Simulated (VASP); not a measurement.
# AlCu (Pm-3m) in VASP: a series of runs, part 2 of 2

VASP 6.6.1. Earlier steps stand in the parts before.

**3. Relaxation of cell and atoms, r2SCAN, target pressure 10 GPa, at which the enthalpy is minimised**

Input file POSCAR:

```
AlCu
1.0
    2.9975090000      0.0000000000      0.0000000000
    0.0000000000      2.9975090000      0.0000000000
    0.0000000000      0.0000000000      2.9975090000
Al Cu
1 1
Direct
    0.0000000000      0.0000000000      0.0000000000
    0.5000000000      0.5000000000      0.5000000000
```

Input file INCAR.step1:

```
ALGO     = Normal         # electronic algorithm
EDIFF    = 1E-4           # SCF threshold, eV
ENCUT    = 600            # plane-wave cutoff, eV
GGA      = PE             # functional
ISMEAR   = -1             # smearing method
LASPH    = True           # aspherical terms in the spheres
LCHARG   = False          # write CHGCAR
LREAL    = False          # projectors in reciprocal space
LWAVE    = True           # write WAVECAR
NELM     = 80             # most SCF steps
PREC     = Accurate       # precision mode
SIGMA    = 0.1            # smearing width, eV
```

Input file INCAR.step2:

```
ALGO     = Normal         # electronic algorithm
EDIFF    = 1E-6           # SCF threshold, eV
EDIFFG   = -0.01          # ionic threshold
ENCUT    = 600            # plane-wave cutoff, eV
IBRION   = 2              # ionic algorithm
ISIF     = 3              # what is computed and relaxed
ISMEAR   = -1             # smearing method
ISTART   = 1            
LASPH    = True           # aspherical terms in the spheres
LCHARG   = False          # write CHGCAR
LMIXTAU  = True         
LREAL    = False          # projectors in reciprocal space
LWAVE    = False          # write WAVECAR
METAGGA  = R2SCAN         # meta-GGA
NELM     = 80             # most SCF steps
NSW      = 50             # ionic steps
PREC     = Accurate       # precision mode
PSTRESS  = 100.0        
SIGMA    = 0.1            # smearing width, eV
```

Input file KPOINTS:

```
k-points
0
Gamma
  7 7 7
```

Potentials or basis: VASP PAW PBE potentials, release 64 (Al, Cu).

Launch:

```sh
> cat potpaw_PBE.64/Al/POTCAR potpaw_PBE.64/Cu/POTCAR > POTCAR
> cp INCAR.step1 INCAR
> mpirun -np 1 vasp_std > vasp.out
> cp INCAR.step2 INCAR
> mpirun -np 1 vasp_std > vasp.out
```

OUTCAR:

```text
EDIFF = 1E-6
   EDIFFG = -0.01
   ENCUT = 600
   IBRION = 2
   ISIF = 3
   ISMEAR = -1
   ISTART = 1
   LASPH = True
   LREAL = False
   METAGGA = R2SCAN
   NELM = 80
   NSW = 50
   PREC = Accurate
   PSTRESS = 100.0

 ion  position               nearest neighbor table
   1  0.000  0.000  0.000-   2 2.60   2 2.60   2 2.60   2 2.60   2 2.60   2 2.60   2 2.60   2 2.60

   2  0.500  0.500  0.500-   1 2.60   1 2.60   1 2.60   1 2.60   1 2.60   1 2.60   1 2.60   1 2.60

  LATTYP: Found a simple cubic cell.
 ALAT       =     2.9975090000

  Lattice vectors:

 A1 = (   2.9975090000,   0.0000000000,   0.0000000000)
 A2 = (   0.0000000000,   2.9975090000,   0.0000000000)
 A3 = (   0.0000000000,   0.0000000000,   2.9975090000)

Analysis of symmetry for initial positions (statically):
=====================================================================
 Subroutine PRICEL returns:
 Original cell was already a primitive cell.
[... 177 lines left out ...]
      1      -3.0989      2.00000
      2       3.9202      2.00000
      3       3.9202      2.00000
      4       5.0141      2.00000
      5       5.0141      2.00000
      6       5.0141      2.00000
      7      13.1221      0.00000
      8      13.1221      0.00000
      9      13.1221      0.00000
     10      15.4867      0.00000
     11      15.4867      0.00000
[... 377 lines left out ...]
--------------------------------------- Ionic step        4  -------------------------------------------

 number of electron      13.9999992 magnetization

 Free energy of the ion-electron system (eV)
  ---------------------------------------------------
  ext. energy  EPLUGINS =         0.00000000
  ---------------------------------------------------
  free energy    TOTEN  =       -17.88479628 eV

  energy without entropy =      -17.86559970  energy(sigma->0) =      -17.87519799

 E-fermi :  10.3955     XC(G=0): -12.9642

 val. band max:       10.1642170985   @ k =   0.4286   0.4286   0.1429
 cond. band min:      10.4756500849   @ k =   0.2857   0.2857   0.2857
 fundamental gap:      0.3114329864
 Fermi energy:        10.3955092003

 k-point     1 :       0.0000    0.0000    0.0000
  band No.  band energies     occupation
      1      -2.6436      2.00000
      2       4.6656      2.00000
      3       4.6656      2.00000
      4       5.9700      2.00000
      5       5.9700      2.00000
      6       5.9700      2.00000
      7      14.7572      0.00000
      8      14.7572      0.00000
      9      14.7572      0.00000
     10      16.9928      0.00000
     11      16.9928      0.00000
[... 297 lines left out ...]
  energy  without entropy=      -17.8655996982  energy(sigma->0) =      -17.87519799

  enthalpy is  TOTEN    =       -16.3697419559 eV   P V=        1.5150543263

 reached required accuracy - stopping structural energy minimisation
```

OUTCAR.step1:

```text
EDIFF = 1E-4
   ENCUT = 600
   GGA = PE
   ISMEAR = -1
   LASPH = True
[... 495 lines left out ...]
      0.00000      0.00000      0.00000         0.000000      0.000000      0.000000
      1.49875      1.49875      1.49875         0.000000      0.000000      0.000000
 -----------------------------------------------------------------------------------
    total drift:                                0.000000      0.000000     -0.000000

  FREE ENERGIE OF THE ION-ELECTRON SYSTEM (eV)
  ---------------------------------------------------
  free  energy   TOTEN  =        -7.7992555054 eV

  energy  without entropy=       -7.7819026987  energy(sigma->0) =       -7.79057910
```

Wall time 61 s (1 thread of Intel Xeon Platinum 8488C (Sapphire Rapids), shared host); peak memory 0.15 GiB.

Results:

- Free energy: -17.8848 eV
- Relaxed volume: 12.14 Å³/atom
- Relaxed cell: a = 2.895 Å, b = 2.895 Å, c = 2.895 Å, α = 90.00°, β = 90.00°, γ = 90.00°
- Space group after relaxing (to 0.05 Å): Pm-3m (No. 221)
- Energy change on relaxing (the enthalpy is what falls): +18.2 meV/atom
- Ionic steps: 4
- Pressure after relaxing: 10.1 GPa
- Band gap on the k mesh: zero (band 7 reaches 14.76 eV, above the bottom of band 8 at 10.00 eV)

The path:
```csv
step,energy change (eV),largest force (eV/Å),pressure (GPa),volume (Å³)
1,0.0000,0.0000,-4.42,26.93
2,0.2324,0.0000,25.69,22.48
3,0.0333,0.0000,9.60,24.32
4,0.0364,0.0000,10.10,24.27
```

Final structure:
```
Al Cu
1.0
     2.89543    0.00000    0.00000
     0.00000    2.89543    0.00000
     0.00000    0.00000    2.89543
Al Cu
1 1
Cartesian
  0.0000 0.0000 0.0000
  1.4477 1.4477 1.4477
```

Levels at points of the mesh, in eV from the Fermi level:
```tsv
k point	band 4	band 5	band 6	band 7	band 8	band 9	band 10	band 11
(0.00, 0.00, 0.00)	-4.43	-4.43	-4.43	4.36	4.36	4.36	6.60	6.60
```

Caveat: the cell is relaxed towards a set pressure, so the enthalpy falls and the energy may rise; the PAW data sets were made with another functional, which shifts forces and pressure a little.
